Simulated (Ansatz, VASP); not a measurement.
One calculation of Mn, two programs

```
Mn
1.0
     0.00000    1.75180    1.75180
     1.75180    0.00000    1.75180
     1.75180    1.75180    0.00000
Mn
1
Direct
  0.00000 0.00000 0.00000
```

Alike in both runs: functional PBE; k mesh 10 × 10 × 10; occupations gaussian, width 0.1 eV; collinear spin.

Ansatz relaxed the structure, and its values are those at the end. VASP's run is a single point on that final structure, the one shown.

|  | VASP | Ansatz |
| --- | --- | --- |
| version | VASP 6.6.1 | Ansatz 0.2.0 |
| potentials or method | VASP PAW PBE potentials, release 64 (Mn_pv), cutoff 500 eV | scalar-relativistic, plane waves, PAW |
| valence electrons in the cell | 13 | 15 |

Ansatz gave:

```
gap on the k mesh at the Fermi level (eV)                     : none
pressure (GPa)                                                : 0.0
net moment per atom (μB)                                      : 0.08
size of the moment on the site where the two differ most (μB) : 0.08
```

Estimate VASP's values.

gap on the k mesh at the Fermi level (eV): none; pressure (GPa): -0.2; net moment per atom (μB): 0.08; size of the moment on the site where the two differ most (μB): 0.08.

Site moments also hang on the region over which each program counts them. A gap of «none» marks a metal or a gap that the smearing closes. VASP's potentials hold 13 valence electrons a cell and Ansatz's 15, so a difference there can come from the potentials and not from the codes.
